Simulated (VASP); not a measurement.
# Na (Fd-3m) in VASP: notebook

Na is run at these levels: PBE; tasks: single point.

Program: VASP 6.6.1. These are calculated values, not measurements. Logs are shortened: lines on timing, memory, paths and dates and some standing lists are left out, and cuts for length are marked.

### Step 1. The cell of the first run

It takes space group Fd-3m (No. 227, cubic). Conventional cell: a = 7.255 Å, b = 7.255 Å, c = 7.255 Å, α = 90.00°, β = 90.00°, γ = 90.00°. Within 4.1 Å of Na (site symmetry -43m) lie 4 Na at 3.14 Å.

### Step 2. Single point, PBE (volume scaled by 0.88)

Input file INCAR:

```
ALGO     = Normal         # electronic algorithm
EDIFF    = 1E-6           # SCF threshold, eV
ENCUT    = 520            # plane-wave cutoff, eV
GGA      = PE             # functional
ISIF     = 2              # what is computed and relaxed
ISMEAR   = -1             # smearing method
LASPH    = T              # aspherical terms in the spheres
LCHARG   = F              # write CHGCAR
LREAL    = F              # projectors in reciprocal space
LWAVE    = F              # write WAVECAR
NBANDS   = 14             # bands
NELM     = 80             # most SCF steps
PREC     = Accurate       # precision mode
SIGMA    = 0.1            # smearing width, eV
```

Input file KPOINTS:

```
k-points
0
Gamma
  8 8 8
```

Input file POSCAR:

```
Na
1.0
    0.0000000000      3.6272560227      3.6272560227
    3.6272560227      0.0000000000      3.6272560227
    3.6272560227      3.6272560227      0.0000000000
Na
2
Direct
    0.1250000000      0.1250000000      0.1250000000
    0.8750000000      0.8750000000      0.8750000000
```

Potentials or basis: VASP PAW PBE potentials, release 64 (Na_pv).

On the command line:

```
$ cat potpaw_PBE.64/Na_pv/POTCAR > POTCAR
$ mpirun -np 1 vasp_std > vasp.out
```

OUTCAR:

```text
EDIFF = 1E-6
   ENCUT = 520
   GGA = PE
   ISIF = 2
   ISMEAR = -1
   LASPH = T
   LREAL = F
   NELM = 80
   PREC = Accurate

 ion  position               nearest neighbor table
   1  0.125  0.125  0.125-
   2  0.875  0.875  0.875-

  LATTYP: Found a face centered cubic cell.
 ALAT       =     7.2545120454

  Lattice vectors:

 A1 = (   0.0000000000,   3.6272560227,   3.6272560227)
 A2 = (   3.6272560227,   0.0000000000,   3.6272560227)
 A3 = (   3.6272560227,   3.6272560227,   0.0000000000)

Analysis of symmetry for initial positions (statically):
=====================================================================
 Subroutine PRICEL returns:
 Original cell was already a primitive cell.

 Routine SETGRP: Setting up the symmetry group for a
 face centered cubic supercell.

 Subroutine GETGRP returns: Found 48 space group operations
 (whereof 12 operations were pure point group operations)
 out of a pool of 48 trial point group operations.

The static configuration has the point symmetry D_3d.
 The point group associated with its full space group is O_h .

Analysis of symmetry for dynamics (positions and initial velocities):
=====================================================================
 Subroutine PRICEL returns:
 Original cell was already a primitive cell.

 Routine SETGRP: Setting up the symmetry group for a
 face centered cubic supercell.

 Subroutine GETGRP returns: Found 48 space group operations
 (whereof 12 operations were pure point group operations)
 out of a pool of 48 trial point group operations.

The dynamic configuration has the point symmetry D_3d.
 The point group associated with its full space group is O_h .

 Subroutine INISYM returns: Found 48 space group operations
 (whereof 12 operations are pure point group operations),
 and found     1 'primitive' translations

----------------------------------------------------------------------------------------

                                     Primitive cell

  volume of cell :      95.4475

  direct lattice vectors                    reciprocal lattice vectors
     0.000000000  3.627256023  3.627256023    -0.137845246  0.137845246  0.137845246
     3.627256023  0.000000000  3.627256023     0.137845246 -0.137845246  0.137845246
     3.627256023  3.627256023  0.000000000     0.137845246  0.137845246 -0.137845246

[... 89 lines left out ...]
   ISIF   =      2    stress and relaxation
   ISYM   =      2    0-nonsym 1-usesym 2-fastsym
   POTIM  = 0.5000    time-step for ionic-motion
   TEBEG  =    0.0;   TEEND  =   0.0 temperature during run
   PSTRESS=    0.0 pullay stress
   NELECT =      14.0000    total number of electrons
   NUPDOWN=      -1.0000    fix difference up-down
   EMIN   =  10.00;   EMAX   =-10.00  energy-range for DOS
   EFERMI =   0.00;   METHOD = LEGACY
   ISMEAR =    -1;   SIGMA  =   0.10  broadening in eV -4-tet -1-fermi 0-gaus
   EFERMI_NEDOS =   21; number of points for ismear=-14 and -15
   IALGO  =     38    algorithm
   IMIX   =      4    mixing-type and parameters
     AMIX     =   0.40;   BMIX     =  1.00
     AMIX_MAG =   1.60;   BMIX_MAG =  1.00
  volume/ion in A,a.u.               =      47.72       322.06
  Fermi-wavevector in a.u.,A,eV,Ry     =   0.863368  1.631529 10.141842  0.745404
  Thomas-Fermi vector in A             =   1.981307
   LORBIT       =      0    0 simple, 1 ext, 2 COOP (PROOUT), +10 PAW based schemes
   GGA     = PE    functional components
   LHFCALC =     F    Hartree Fock is set to
   AEXX    =    0.0000 exact exchange contribution
   IVDW    =     0    specifies the selected vdW correction
   LEPSILON=     F    determine dielectric tensor
   LRPA    =     F    only Hartree local field effects (RPA)
 non-spin polarized calculation
  energy-cutoff  :      520.00
  volume of cell :       95.45
 maximum number of plane-waves:      2637
 NGX is ok and might be reduce to    40
   NGX = 19   NGY = 19   NGZ = 19

 number of electron      13.9999986 magnetization

 Free energy of the ion-electron system (eV)
  ---------------------------------------------------
  ext. energy  EPLUGINS =         0.00000000
  ---------------------------------------------------
  free energy    TOTEN  =        -1.94831574 eV

  energy without entropy =       -1.91540345  energy(sigma->0) =       -1.93185959

 E-fermi :  -0.3349     XC(G=0):  -5.8080

 val. band max:       -0.3786418921   @ k =  -0.3750   0.2500   0.1250
 cond. band min:      -0.2499871877   @ k =   0.5000   0.5000   0.0000
 fundamental gap:      0.1286547044
 Fermi energy:        -0.3349463235

 k-point     1 :       0.0000    0.0000    0.0000
  band No.  band energies     occupation
      1     -25.7474      2.00000
      2     -25.7473      2.00000
      3     -25.7473      2.00000
      4     -25.6974      2.00000
      5     -25.6973      2.00000
      6     -25.6973      2.00000
      7      -3.0998      2.00000
      8       4.6784      0.00000
      9       4.6784      0.00000
     10       4.6784      0.00000
     11       4.9643      0.00000
     12       4.9643      0.00000
     13       4.9643      0.00000
     14       6.8990      0.00000
[... 377 lines left out ...]
      1     -25.7578      2.00000
      2     -25.7549      2.00000
      3     -25.7367      2.00000
      4     -25.7092      2.00000
      5     -25.6902      2.00000
      6     -25.6877      2.00000
      7      -0.7851      1.97807
      8      -0.3786      1.21507
      9       2.0414      0.00000
     10       2.3212      0.00000
     11       4.7907      0.00000
     12       5.1240      0.00000
     13       7.0958      0.00000
     14       7.6831      0.00000

 [... further k-points ...]

------------------------ aborting loop because EDIFF is reached ----------------------------------------

  FORCE on cell =-STRESS in cart. coord.  units (eV):
  Direction    XX          YY          ZZ          XY          YZ          ZX
  --------------------------------------------------------------------------------------
  -------------------------------------------------------------------------------------
  Total        0.2765542      0.2765542      0.2765542     -0.0000000     -0.0000000     -0.0000000
  in kB        4.6422252      4.6422252      4.6422252     -0.0000000     -0.0000000     -0.0000000
  external PRESSURE =       4.6422252 kB  Pullay stress =       0.0000000 kB

 VOLUME and BASIS-vectors are now :
 -----------------------------------------------------------------------------
  energy-cutoff  :      520.00
  volume of cell :       95.45
      direct lattice vectors                 reciprocal lattice vectors
     0.000000000  3.627256023  3.627256023    -0.137845246  0.137845246  0.137845246
     3.627256023  0.000000000  3.627256023     0.137845246 -0.137845246  0.137845246
     3.627256023  3.627256023  0.000000000     0.137845246  0.137845246 -0.137845246

 POSITION                                       TOTAL-FORCE (eV/Angst)
 -----------------------------------------------------------------------------------
      0.90681      0.90681      0.90681        -0.000000     -0.000000     -0.000000
      6.34770      6.34770      6.34770         0.000000      0.000000      0.000000
 -----------------------------------------------------------------------------------
    total drift:                                0.000000      0.000000     -0.000000

  FREE ENERGIE OF THE ION-ELECTRON SYSTEM (eV)
  ---------------------------------------------------
  free  energy   TOTEN  =        -1.9483157420 eV

  energy  without entropy=       -1.9154034459  energy(sigma->0) =       -1.93185959
```

It took 10 s on 1 thread of Intel Xeon 6975P-C (Granite Rapids), shared host; peak memory 0.23 GiB.

What came out:

| Property | Result |
| --- | --- |
| Free energy | -1.9483 eV |
| Pressure | 0.5 GPa |
| Band gap on the k mesh | zero (band 7 reaches 0.23 eV, above the bottom of band 8 at -0.72 eV) |

Caveat: the cell differs from its parent crystal (volume scaled by 0.88).

### Step 3. Single point, PBE (volume scaled by 0.92)

Input file INCAR:

```
SYSTEM = Na
PREC = Accurate
ENCUT = 520
EDIFF = 1E-7
ISMEAR = -1
SIGMA = 0.1
LREAL = .False.
LASPH = .True.
NELM = 80
ALGO = Normal
ISIF = 2
LWAVE = .False.
LCHARG = .False.
GGA = PE
NBANDS = 14
```

Input file KPOINTS:

```
Automatic mesh
0
Gamma
  8 8 8
  0 0 0
```

Input file POSCAR:

```
Na
1.0
    0.0000000000      3.6814021550      3.6814021550
    3.6814021550      0.0000000000      3.6814021550
    3.6814021550      3.6814021550      0.0000000000
Na
2
Direct
    0.1250000000      0.1250000000      0.1250000000
    0.8750000000      0.8750000000      0.8750000000
```

Potentials or basis: VASP PAW PBE potentials, release 64 (Na_pv).

On the command line:

```
$ cat potpaw_PBE.64/Na_pv/POTCAR > POTCAR
$ mpirun -np 1 vasp_std > vasp.out
```

Wall time 12 s (1 thread of Intel Xeon 6975P-C (Granite Rapids), shared host); peak memory 0.23 GiB.

It converged, with:

```
Free energy            : -1.9588 eV
Pressure               : 0.3 GPa
Band gap on the k mesh : zero (band 7 reaches 0.08 eV, above the bottom of band 8 at -0.78 eV)
```

Levels at points of the mesh, in eV from the Fermi level:
| k point | band 4 | band 5 | band 6 | band 7 | band 8 | band 9 | band 10 | band 11 |
| --- | --- | --- | --- | --- | --- | --- | --- | --- |
| (0.00, 0.00, 0.00) | -25.37 | -25.37 | -25.37 | -2.69 | 4.87 | 4.87 | 4.87 | 5.17 |
| (0.50, 0.00, 0.00) | -25.37 | -25.36 | -25.36 | -0.81 | -0.35 | 4.11 | 4.11 | 4.80 |
| (0.50, 0.50, 0.00) | -25.39 | -25.36 | -25.36 | 0.07 | 0.07 | 2.54 | 2.54 | 3.17 |

Caveat: the cell differs from its parent crystal (volume scaled by 0.92).

### Step 4. Single point, PBE (volume scaled by 0.96)

Input file INCAR:

```
SYSTEM = Na
PREC = Accurate ; ENCUT = 520
EDIFF = 1E-7 ; ISMEAR = -1
SIGMA = 0.1 ; LREAL = .FALSE.
LASPH = .TRUE. ; NELM = 100
ALGO = Normal ; ISIF = 2
LWAVE = .FALSE. ; LCHARG = .FALSE.
GGA = PE ; NBANDS = 14
```

Input file KPOINTS:

```
Automatic mesh
0
G
  8 8 8
  0 0 0
```

Input file POSCAR:

```
Na
1.0
    0.0000000000      3.7340007207      3.7340007207
    3.7340007207      0.0000000000      3.7340007207
    3.7340007207      3.7340007207      0.0000000000
Na
2
Direct
    0.1250000000      0.1250000000      0.1250000000
    0.8750000000      0.8750000000      0.8750000000
```

On the command line:

```
$ cat potpaw_PBE.64/Na_pv/POTCAR > POTCAR
$ mpirun -np 1 vasp_std > vasp.out
```

It took 13 s on 1 thread of Intel Xeon 6975P-C (Granite Rapids), shared host; peak memory 0.23 GiB.

It converged, with:

- Free energy: -1.9646 eV
- Pressure: 0.1 GPa
- Band gap on the k mesh: zero (band 7 reaches -0.06 eV, above the bottom of band 8 at -0.85 eV)

Levels at points of the mesh, in eV from the Fermi level:
| k point | band 5 | band 6 | band 7 | band 8 | band 9 | band 10 |
| --- | --- | --- | --- | --- | --- | --- |
| (0.00, 0.00, 0.00) | -25.37 | -25.37 | -2.61 | 4.73 | 4.73 | 4.73 |
| (0.50, 0.00, 0.00) | -25.37 | -25.37 | -0.81 | -0.32 | 3.99 | 3.99 |
| (0.50, 0.50, 0.00) | -25.36 | -25.36 | 0.06 | 0.06 | 2.47 | 2.47 |

Caveat: the cell differs from its parent crystal (volume scaled by 0.96).

### Step 5. Single point, PBE

This run uses another cell than the first one, of 54.23 Å³/atom, 1.136 times its volume.

Input file INCAR:

```
SYSTEM = Na
ALGO = Normal ; EDIFF = 1E-6
ENCUT = 520 ; GGA = PE
ISIF = 2 ; ISMEAR = -1
LASPH = .TRUE. ; LCHARG = .FALSE.
LREAL = .FALSE. ; LWAVE = .FALSE.
NBANDS = 14 ; NELM = 80
PREC = Accurate ; SIGMA = 0.1
```

Input file KPOINTS:

```
k-points
0
G
  8 8 8
  0 0 0
```

Input file POSCAR:

```
Na
1.0
    0.0000000000      3.7851577725      3.7851577725
    3.7851577725      0.0000000000      3.7851577725
    3.7851577725      3.7851577725      0.0000000000
Na
2
Direct
    0.1250000000      0.1250000000      0.1250000000
    0.8750000000      0.8750000000      0.8750000000
```

Potentials or basis: VASP PAW PBE potentials, release 64 (Na_pv).

On the command line:

```
$ cat potpaw_PBE.64/Na_pv/POTCAR > POTCAR
$ mpirun -np 1 vasp_std > vasp.out
```

OUTCAR:

```text
SYSTEM = Na
   EDIFF = 1E-6
   ENCUT = 520
   GGA = PE
   ISIF = 2
   ISMEAR = -1
   LASPH = .TRUE.
   LREAL = .FALSE.
   NELM = 80
   PREC = Accurate

 ion  position               nearest neighbor table
   1  0.125  0.125  0.125-
   2  0.875  0.875  0.875-

  LATTYP: Found a face centered cubic cell.
 ALAT       =     7.5703155450

  Lattice vectors:

 A1 = (   0.0000000000,   3.7851577725,   3.7851577725)
 A2 = (   3.7851577725,   0.0000000000,   3.7851577725)
[... 594 lines left out ...]
------------------------ aborting loop because EDIFF is reached ----------------------------------------

  FORCE on cell =-STRESS in cart. coord.  units (eV):
  Direction    XX          YY          ZZ          XY          YZ          ZX
  --------------------------------------------------------------------------------------
  -------------------------------------------------------------------------------------
  Total        0.0121997      0.0121997      0.0121997      0.0000000     -0.0000000      0.0000000
  in kB        0.1802093      0.1802093      0.1802093      0.0000000     -0.0000000      0.0000000
  external PRESSURE =       0.1802093 kB  Pullay stress =       0.0000000 kB

 VOLUME and BASIS-vectors are now :
 -----------------------------------------------------------------------------
  energy-cutoff  :      520.00
  volume of cell :      108.46
      direct lattice vectors                 reciprocal lattice vectors
     0.000000000  3.785157772  3.785157772    -0.132094890  0.132094890  0.132094890
     3.785157772  0.000000000  3.785157772     0.132094890 -0.132094890  0.132094890
     3.785157772  3.785157772  0.000000000     0.132094890  0.132094890 -0.132094890

 POSITION                                       TOTAL-FORCE (eV/Angst)
 -----------------------------------------------------------------------------------
      0.94629      0.94629      0.94629         0.000000      0.000000      0.000000
      6.62403      6.62403      6.62403        -0.000000     -0.000000     -0.000000
 -----------------------------------------------------------------------------------
    total drift:                                0.000000      0.000000     -0.000000

  FREE ENERGIE OF THE ION-ELECTRON SYSTEM (eV)
  ---------------------------------------------------
  free  energy   TOTEN  =        -1.9666566066 eV

  energy  without entropy=       -1.9313651091  energy(sigma->0) =       -1.94901086
```

OSZICAR:

```text
N       E                     dE             d eps       ncg     rms          rms(c)
DAV:   1     0.909631152779E+02    0.90963E+02   -0.73890E+03   820   0.855E+02
DAV:   2     0.173277855159E+01   -0.89230E+02   -0.88529E+02   854   0.249E+02
DAV:   3    -0.191213228682E+01   -0.36449E+01   -0.36413E+01  1052   0.605E+01
DAV:   4    -0.196801613839E+01   -0.55884E-01   -0.55881E-01   914   0.794E+00
DAV:   5    -0.196936704238E+01   -0.13509E-02   -0.13509E-02  1052   0.130E+00    0.181E-01
DAV:   6    -0.196783409122E+01    0.15330E-02   -0.10797E-03  1008   0.346E-01    0.120E-01
DAV:   7    -0.196665740463E+01    0.11767E-02   -0.20660E-03  1078   0.352E-01    0.194E-02
DAV:   8    -0.196665601010E+01    0.13945E-05   -0.19591E-04  1010   0.193E-01    0.548E-03
DAV:   9    -0.196665660662E+01   -0.59652E-06   -0.55637E-06  1040   0.356E-02
   1 F= -.19666566E+01 E0= -.19490109E+01  d E =-.352915E-01
```

stdout:

```text
POSCAR found type information on POSCAR Na
 POSCAR found :  1 types and       2 ions
 scaLAPACK will be used
 LDA part: xc-table for (Slater+PW92), standard interpolation
 POSCAR, INCAR and KPOINTS ok, starting setup
 FFT: planning ... GRIDC
 FFT: planning ... GRID_SOFT
 FFT: planning ... GRID
 WAVECAR not read
 entering main loop
```

Wall time 11 s (1 thread of Intel Xeon 6975P-C (Granite Rapids), shared host); peak memory 0.23 GiB.

What came out:

| Quantity | Value |
| --- | --- |
| Free energy | -1.9667 eV |
| Pressure | 0.0 GPa |
| Band gap on the k mesh | zero (band 7 reaches -0.18 eV, above the bottom of band 8 at -0.90 eV) |

### Step 6. Overview

```csv
cell,gap on the mesh (eV),pressure (GPa)
"a = 5.130 Å, angles 60.0°, 2 atoms",none,0.5
"a = 5.206 Å, angles 60.0°, 2 atoms",none,0.3
"a = 5.281 Å, angles 60.0°, 2 atoms",none,0.1
"a = 5.353 Å, angles 60.0°, 2 atoms",none,0.0
```

Alike in all rows: task single point; level PBE; potentials or basis VASP PAW PBE potentials, release 64 (Na_pv); no spin polarisation; k mesh 8 × 8 × 8; cutoff (eV) 520; smearing fermi-dirac 0.1 eV.

Total energies depend on the potentials used, so only differences within one code and one set of settings carry meaning.
